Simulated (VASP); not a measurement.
# MgO (lda) (Fm-3m) in VASP: a series of runs

The runs below take MgO (lda) through single point, relaxation of cell and atoms, with LDA.

All numbers are computed with VASP 6.6.1; they aren't measurements. Logs are shortened: lines on timing, memory, paths and dates and some standing lists are left out, and cuts for length are marked.

**The experiment to reproduce.**

From “Electronic structure of alkaline earth and post-transition metal oxides”, 2009, arxiv:0908.1581, for a bulk crystal of MgO: band gap 7.83 eV.

The runs below are set against these values where they give the same quantity.

## (1) The cell of the first run

The structure is cubic, space group Fm-3m (No. 225). The conventional cell has a = 4.163 Å, b = 4.163 Å, c = 4.163 Å, α = 90.00°, β = 90.00°, γ = 90.00°. Mg (site symmetry m-3m) has 6 O at 2.08 Å within 2.8 Å. O (site symmetry m-3m) has 6 Mg at 2.08 Å within 2.8 Å.

## (2) Single point, LDA

The input, INCAR:

```
SYSTEM = MgO
  ALGO = Normal
  EDIFF = 1E-6
  ENCUT = 600
  GGA = CA
  GGA_COMPAT = .FALSE.
  ISIF = 2
  ISMEAR = 0
  LASPH = .TRUE.
  LCHARG = .TRUE.
  LELF = .TRUE.
  LREAL = .FALSE.
  LVHAR = .TRUE.
  LWAVE = .FALSE.
  NBANDS = 11
  NELM = 120
  PREC = Accurate
  SIGMA = 0.1
```

The input, KPOINTS:

```
k-points
0
G
  8 8 8
  0 0 0
```

The input, POSCAR:

```
MgO
1.0
    0.0000000000      2.0815711844      2.0815711844
    2.0815711844      0.0000000000      2.0815711844
    2.0815711844      2.0815711844      0.0000000000
Mg O
1 1
Direct
    0.0000000000      0.0000000000      0.0000000000
    0.5000000000      0.5000000000      0.5000000000
```

Potentials or basis: VASP PAW LDA potentials, release 64 (Mg, O).

Run with:

```bash
> cat potpaw_LDA.64/Mg/POTCAR potpaw_LDA.64/O/POTCAR > POTCAR
> mpirun -np 1 vasp_std > vasp.out
```

OUTCAR:

```text
SYSTEM = MgO
   EDIFF = 1E-6
   ENCUT = 600
   GGA = CA
   ISIF = 2
   ISMEAR = 0
   LASPH = .TRUE.
   LREAL = .FALSE.
   NELM = 120
   PREC = Accurate

 ion  position               nearest neighbor table
   1  0.000  0.000  0.000-   2 2.08   2 2.08   2 2.08   2 2.08   2 2.08   2 2.08
   2  0.500  0.500  0.500-   1 2.08   1 2.08   1 2.08   1 2.08   1 2.08   1 2.08

  LATTYP: Found a face centered cubic cell.
 ALAT       =     4.1631423688

  Lattice vectors:

 A1 = (   0.0000000000,   2.0815711844,   2.0815711844)
 A2 = (   2.0815711844,   0.0000000000,   2.0815711844)
 A3 = (   2.0815711844,   2.0815711844,   0.0000000000)

Analysis of symmetry for initial positions (statically):
=====================================================================
 Subroutine PRICEL returns:
 Original cell was already a primitive cell.

 Routine SETGRP: Setting up the symmetry group for a
 face centered cubic supercell.

 Subroutine GETGRP returns: Found 48 space group operations
 (whereof 48 operations were pure point group operations)
 out of a pool of 48 trial point group operations.

The static configuration has the point symmetry O_h .

Analysis of symmetry for dynamics (positions and initial velocities):
=====================================================================
 Subroutine PRICEL returns:
 Original cell was already a primitive cell.

 Routine SETGRP: Setting up the symmetry group for a
 face centered cubic supercell.

 Subroutine GETGRP returns: Found 48 space group operations
 (whereof 48 operations were pure point group operations)
 out of a pool of 48 trial point group operations.

The dynamic configuration has the point symmetry O_h .

 Subroutine INISYM returns: Found 48 space group operations
 (whereof 48 operations are pure point group operations),
 and found     1 'primitive' translations

----------------------------------------------------------------------------------------

                                     Primitive cell

  volume of cell :      18.0386

  direct lattice vectors                    reciprocal lattice vectors
     0.000000000  2.081571184  2.081571184    -0.240203171  0.240203171  0.240203171
     2.081571184  0.000000000  2.081571184     0.240203171 -0.240203171  0.240203171
     2.081571184  2.081571184  0.000000000     0.240203171  0.240203171 -0.240203171

  length of vectors
     2.943786200  2.943786200  2.943786200     0.416044097  0.416044097  0.416044097

  position of ions in fractional coordinates (direct lattice)
     0.000000000  0.000000000  0.000000000
     0.500000000  0.500000000  0.500000000

  ion indices of the primitive-cell ions
   primitive index   ion index
                 1           1
                 2           2

----------------------------------------------------------------------------------------

 KPOINTS: k-points

Automatic generation of k-mesh.
 Grid dimensions read from file:
 generate k-points for:    8    8    8

 Generating k-lattice:

  Cartesian coordinates                     Fractional coordinates (reciprocal lattice)
    -0.030025396  0.030025396  0.030025396     0.125000000  0.000000000  0.000000000
     0.030025396 -0.030025396  0.030025396     0.000000000  0.125000000  0.000000000
     0.030025396  0.030025396 -0.030025396     0.000000000  0.000000000  0.125000000

  Length of vectors
     0.052005512  0.052005512  0.052005512

  Shift w.r.t. Gamma in fractional coordinates (k-lattice)
     0.000000000  0.000000000  0.000000000

 Subroutine IBZKPT returns following result:
 ===========================================

 Found     29 irreducible k-points:

 Following reciprocal coordinates:
            Coordinates               Weight
  0.000000  0.000000  0.000000      1.000000
  0.125000  0.000000  0.000000      8.000000
  0.250000  0.000000  0.000000      8.000000
  0.375000  0.000000  0.000000      8.000000
  0.500000  0.000000  0.000000      4.000000
  0.125000  0.125000  0.000000      6.000000
[... 16 lines left out ...]
  0.500000  0.250000  0.125000     48.000000
 -0.375000  0.250000  0.125000     24.000000
 [... further k-points ...]
   k-points           NKPTS =     29   k-points in BZ     NKDIM =     29   number of bands    NBANDS=     11
   number of dos      NEDOS =    301   number of ions     NIONS =      2
   total plane-waves  NPLWV =  13824
   dimension x,y,z NGX =    24 NGY =   24 NGZ =   24
   dimension x,y,z NGXF=    48 NGYF=   48 NGZF=   48
   ions per type =               1   1
   NGX,Y,Z   is equivalent  to a cutoff of  13.55, 13.55, 13.55 a.u.
   NGXF,Y,Z  is equivalent  to a cutoff of  27.11, 27.11, 27.11 a.u.
 SYSTEM =  MgO
   PREC   = accura    normal or accurate (medium, high low for compatibility)
   ISTART =      0    job   : 0-new  1-cont  2-samecut
   ICHARG =      2    charge: 1-file 2-atom 10-const
   ISPIN  =      1    spin polarized calculation?
   LNONCOLLINEAR =      F non collinear calculations
   LSORBIT =      F    spin-orbit coupling
   LASPH  =      T    aspherical Exc in radial PAW
   ENCUT  =  600.0 eV  44.10 Ry    6.64 a.u.   5.88  5.88  5.88*2*pi/ulx,y,z
   NELM   =    120;   NELMIN=  2; NELMDL= -5     # of ELM steps
   EDIFF  = 0.1E-05   stopping-criterion for ELM
   LREAL  =      F    real-space projection
   EDIFFG = 0.1E-04   stopping-criterion for IOM
   NSW    =      0    number of steps for IOM
   IBRION =     -1    ionic relax: 0-MD 1-quasi-New 2-CG
   NFREE  =      0    steps in history (QN), initial steepest desc. (CG)
   ISIF   =      2    stress and relaxation
   ISYM   =      2    0-nonsym 1-usesym 2-fastsym
   POTIM  = 0.5000    time-step for ionic-motion
   TEBEG  =    0.0;   TEEND  =   0.0 temperature during run
   PSTRESS=    0.0 pullay stress
   NELECT =       8.0000    total number of electrons
   NUPDOWN=      -1.0000    fix difference up-down
   EMIN   =  10.00;   EMAX   =-10.00  energy-range for DOS
   EFERMI =   0.00;   METHOD = LEGACY
   ISMEAR =     0;   SIGMA  =   0.10  broadening in eV -4-tet -1-fermi 0-gaus
   EFERMI_NEDOS =   21; number of points for ismear=-14 and -15
   IALGO  =     38    algorithm
   IMIX   =      4    mixing-type and parameters
     AMIX     =   0.40;   BMIX     =  1.00
     AMIX_MAG =   1.60;   BMIX_MAG =  1.00
  volume/ion in A,a.u.               =       9.02        60.87
  Fermi-wavevector in a.u.,A,eV,Ry     =   1.248447  2.359223 21.206323  1.558621
  Thomas-Fermi vector in A             =   2.382533
   LORBIT       =      0    0 simple, 1 ext, 2 COOP (PROOUT), +10 PAW based schemes
   GGA     = CA    functional components
   LHFCALC =     F    Hartree Fock is set to
   AEXX    =    0.0000 exact exchange contribution
   IVDW    =     0    specifies the selected vdW correction
   LEPSILON=     F    determine dielectric tensor
   LRPA    =     F    only Hartree local field effects (RPA)
 non-spin polarized calculation
 Gauss-broadening in eV      SIGMA  =   0.10
  energy-cutoff  :      600.00
  volume of cell :       18.04
 maximum number of plane-waves:       620
   NGX = 11   NGY = 11   NGZ = 11

 number of electron       8.0000001 magnetization

 Free energy of the ion-electron system (eV)
  ---------------------------------------------------
  ext. energy  EPLUGINS =         0.00000000
  ---------------------------------------------------
  free energy    TOTEN  =       -13.44763646 eV

  energy without entropy =      -13.44763646  energy(sigma->0) =      -13.44763646

 E-fermi :   3.6465     XC(G=0): -11.7618

 val. band max:        3.1492435996   @ k =   0.0000   0.0000   0.0000
 cond. band min:       8.1566205386   @ k =   0.0000   0.0000   0.0000
 fundamental gap:      5.0073769391
 Fermi energy:         3.6465334080

 k-point     1 :       0.0000    0.0000    0.0000
  band No.  band energies     occupation
      1     -14.0394      2.00000
      2       3.1492      2.00000
      3       3.1492      2.00000
      4       3.1492      2.00000
      5       8.1566      0.00000
      6      18.8673      0.00000
      7      18.8673      0.00000
      8      18.8673      0.00000
      9      22.9843      0.00000
     10      24.6717      0.00000
     11      24.6717      0.00000

 k-point     2 :       0.1250    0.0000    0.0000
  band No.  band energies     occupation
      1     -13.8589      2.00000
      2       2.1714      2.00000
      3       3.0374      2.00000
      4       3.0374      2.00000
      5       9.0570      0.00000
      6      17.2063      0.00000
      7      19.2463      0.00000
      8      19.2463      0.00000
      9      23.7331      0.00000
     10      23.7331      0.00000
     11      25.2014      0.00000

 k-point     3 :       0.2500    0.0000    0.0000
  band No.  band energies     occupation
      1     -13.3863      2.00000
      2       0.3875      2.00000
      3       2.7800      2.00000
      4       2.7800      2.00000
      5      10.4524      0.00000
      6      15.7231      0.00000
      7      19.7990      0.00000
      8      19.7990      0.00000
      9      23.3396      0.00000
     10      23.3396      0.00000
     11      25.3722      0.00000

 k-point     4 :       0.3750    0.0000    0.0000
  band No.  band energies     occupation
      1     -12.8455      2.00000
      2      -1.1136      2.00000
      3       2.5385      2.00000
      4       2.5385      2.00000
      5      11.0566      0.00000
      6      15.6593      0.00000
      7      19.6686      0.00000
      8      19.6686      0.00000
      9      24.5613      0.00000
     10      24.6679      0.00000
     11      24.6679      0.00000
[... 239 lines left out ...]
 k-point    22 :       0.3750    0.2500    0.1250
  band No.  band energies     occupation
      1     -13.0463      2.00000
      2       0.0098      2.00000
      3       1.9230      2.00000
      4       2.4892      2.00000
      5      11.8741      0.00000
      6      14.5565      0.00000
      7      18.3179      0.00000
      8      20.7890      0.00000
      9      21.2961      0.00000
     10      25.6780      0.00000
     11      29.1922      0.00000

 k-point    23 :       0.5000    0.2500    0.1250
  band No.  band energies     occupation
      1     -12.6189      2.00000
      2      -0.7397      2.00000
      3       1.3141      2.00000
      4       2.2205      2.00000
      5      12.7815      0.00000
      6      14.8453      0.00000
      7      17.1612      0.00000
      8      20.4057      0.00000
      9      22.9188      0.00000
     10      25.6915      0.00000
     11      29.3747      0.00000

 k-point    24 :      -0.3750    0.2500    0.1250
  band No.  band energies     occupation
      1     -12.4269      2.00000
      2      -1.0648      2.00000
      3       1.0968      2.00000
      4       2.0945      2.00000
      5      12.8972      0.00000
      6      15.4767      0.00000
      7      16.7238      0.00000
      8      20.1650      0.00000
      9      23.8140      0.00000
     10      25.3533      0.00000
     11      29.4973      0.00000

 [... further k-points ...]

------------------------ aborting loop because EDIFF is reached ----------------------------------------

  FORCE on cell =-STRESS in cart. coord.  units (eV):
  Direction    XX          YY          ZZ          XY          YZ          ZX
  --------------------------------------------------------------------------------------
  -------------------------------------------------------------------------------------
  Total       -0.2746542     -0.2746542     -0.2746542      0.0000000     -0.0000000      0.0000000
  in kB      -24.3945613    -24.3945613    -24.3945613      0.0000000     -0.0000000      0.0000000
  external PRESSURE =     -24.3945613 kB  Pullay stress =       0.0000000 kB

 VOLUME and BASIS-vectors are now :
 -----------------------------------------------------------------------------
  energy-cutoff  :      600.00
  volume of cell :       18.04
      direct lattice vectors                 reciprocal lattice vectors
     0.000000000  2.081571184  2.081571184    -0.240203171  0.240203171  0.240203171
     2.081571184  0.000000000  2.081571184     0.240203171 -0.240203171  0.240203171
     2.081571184  2.081571184  0.000000000     0.240203171  0.240203171 -0.240203171

 POSITION                                       TOTAL-FORCE (eV/Angst)
 -----------------------------------------------------------------------------------
      0.00000      0.00000      0.00000        -0.000000     -0.000000      0.000000
      2.08157      2.08157      2.08157         0.000000      0.000000      0.000000
 -----------------------------------------------------------------------------------
    total drift:                               -0.000000     -0.000000      0.000000

  FREE ENERGIE OF THE ION-ELECTRON SYSTEM (eV)
  ---------------------------------------------------
  free  energy   TOTEN  =       -13.4476364644 eV

  energy  without entropy=      -13.4476364644  energy(sigma->0) =      -13.44763646
```

Run time: 5 s. Hardware: 1 thread of Intel Xeon 6975P-C, shared host; peak memory 0.13 GiB.

Results:

```
Free energy            : -13.4476 eV
Pressure               : -2.4 GPa
Band gap on the k mesh : 5.01 eV, direct
```

Levels at points of the mesh, in eV from the valence-band top:
```
           k point  band 1  band 2  band 3  band 4  band 5  band 6  band 7  band 8  band 9
(0.00, 0.00, 0.00)  -17.19    0.00    0.00    0.00    5.01   15.72   15.72   15.72   19.84
(0.50, 0.00, 0.00)  -15.74   -4.86   -0.71   -0.71    7.96   12.80   16.36   16.36   21.08
(0.50, 0.50, 0.00)  -15.46   -4.30   -1.42   -1.42    8.92   10.09   13.26   19.17   19.17
```

## (3) Single point, LDA

This run uses another cell than the first one, of 8.99 Å³/atom, 0.997 times its volume.

The input, INCAR:

```
PREC = Accurate
ENCUT = 600
EDIFF = 1E-6
ISMEAR = 0
SIGMA = 0.02
LREAL = F
LASPH = T
NELM = 120
ALGO = Normal
ISIF = 2
LWAVE = F
LCHARG = F
NBANDS = 11
GGA_COMPAT = F
```

The input, KPOINTS:

```
Automatic mesh
0
Gamma
  10 10 10
```

The input, POSCAR:

```
MgO
1.0
    0.0000000000      2.0795506197      2.0795506197
    2.0795506197      0.0000000000      2.0795506197
    2.0795506197      2.0795506197      0.0000000000
Mg O
1 1
Direct
    0.0000000000      0.0000000000      0.0000000000
    0.5000000000      0.5000000000      0.5000000000
```

Potentials or basis: VASP PAW LDA potentials, release 64 (Mg, O).

Run with:

```bash
> cat potpaw_LDA.64/Mg/POTCAR potpaw_LDA.64/O/POTCAR > POTCAR
> mpirun -np 1 vasp_std > vasp.out
```

OUTCAR:

```text
PREC = Accurate
   ENCUT = 600
   EDIFF = 1E-6
   ISMEAR = 0
   LREAL = F
   LASPH = T
   NELM = 120
   ISIF = 2

 ion  position               nearest neighbor table
   1  0.000  0.000  0.000-   2 2.08   2 2.08   2 2.08   2 2.08   2 2.08   2 2.08
   2  0.500  0.500  0.500-   1 2.08   1 2.08   1 2.08   1 2.08   1 2.08   1 2.08

  LATTYP: Found a face centered cubic cell.
 ALAT       =     4.1591012394

  Lattice vectors:

 A1 = (   0.0000000000,   2.0795506197,   2.0795506197)
[... 521 lines left out ...]

------------------------ aborting loop because EDIFF is reached ----------------------------------------

  FORCE on cell =-STRESS in cart. coord.  units (eV):
  Direction    XX          YY          ZZ          XY          YZ          ZX
  --------------------------------------------------------------------------------------
  -------------------------------------------------------------------------------------
  Total       -0.2186513     -0.2186513     -0.2186513     -0.0000000     -0.0000000      0.0000000
  in kB      -19.4770929    -19.4770929    -19.4770929     -0.0000000     -0.0000000      0.0000000
  external PRESSURE =     -19.4770929 kB  Pullay stress =       0.0000000 kB

 VOLUME and BASIS-vectors are now :
 -----------------------------------------------------------------------------
  energy-cutoff  :      600.00
  volume of cell :       17.99
      direct lattice vectors                 reciprocal lattice vectors
     0.000000000  2.079550620  2.079550620    -0.240436561  0.240436561  0.240436561
     2.079550620  0.000000000  2.079550620     0.240436561 -0.240436561  0.240436561
     2.079550620  2.079550620  0.000000000     0.240436561  0.240436561 -0.240436561

 POSITION                                       TOTAL-FORCE (eV/Angst)
 -----------------------------------------------------------------------------------
      0.00000      0.00000      0.00000        -0.000000     -0.000000     -0.000000
      2.07955      2.07955      2.07955         0.000000      0.000000      0.000000
 -----------------------------------------------------------------------------------
    total drift:                               -0.000000     -0.000000      0.000000

  FREE ENERGIE OF THE ION-ELECTRON SYSTEM (eV)
  ---------------------------------------------------
  free  energy   TOTEN  =       -13.4482620993 eV

  energy  without entropy=      -13.4482620993  energy(sigma->0) =      -13.44826210
```

OSZICAR:

```text
N       E                     dE             d eps       ncg     rms          rms(c)
DAV:   1     0.149019362406E+02    0.14902E+02   -0.49502E+03  1170   0.722E+02
DAV:   2    -0.144396262792E+02   -0.29342E+02   -0.28631E+02  1168   0.149E+02
DAV:   3    -0.150281689362E+02   -0.58854E+00   -0.58811E+00  1235   0.179E+01
DAV:   4    -0.150294818721E+02   -0.13129E-02   -0.13129E-02  1139   0.954E-01
DAV:   5    -0.150294858838E+02   -0.40117E-05   -0.40117E-05  1220   0.489E-02    0.708E+00
DAV:   6    -0.135097134151E+02    0.15198E+01   -0.85509E+00  1076   0.161E+01    0.219E+00
DAV:   7    -0.134723986707E+02    0.37315E-01   -0.61798E-02  1130   0.220E+00    0.129E+00
DAV:   8    -0.134487987425E+02    0.23600E-01   -0.29613E-02  1097   0.178E+00    0.234E-01
DAV:   9    -0.134484168702E+02    0.38187E-03   -0.47660E-04  1199   0.158E-01    0.138E-01
DAV:  10    -0.134482626349E+02    0.15424E-03   -0.44465E-04  1100   0.171E-01    0.584E-03
DAV:  11    -0.134482620993E+02    0.53555E-06   -0.48087E-06  1169   0.129E-02
   1 F= -.13448262E+02 E0= -.13448262E+02  d E =-.476406E-11
```

stdout:

```text
POSCAR found type information on POSCAR MgO
 POSCAR found :  2 types and       2 ions
 scaLAPACK will be used
 LDA part: xc-table for (Slater(with rela. corr.)+CA(PZ))
 , standard interpolation
 POSCAR, INCAR and KPOINTS ok, starting setup
 FFT: planning ... GRIDC
 FFT: planning ... GRID_SOFT
 FFT: planning ... GRID
 WAVECAR not read
 entering main loop
```

Wall time 6 s (1 thread of Intel Xeon 6975P-C, shared host); peak memory 0.13 GiB.

Results:

* Free energy: -13.4483 eV
* Pressure: -1.9 GPa
* Band gap on the k mesh: 5.04 eV, direct

(Part 1 of 2 ends here.)
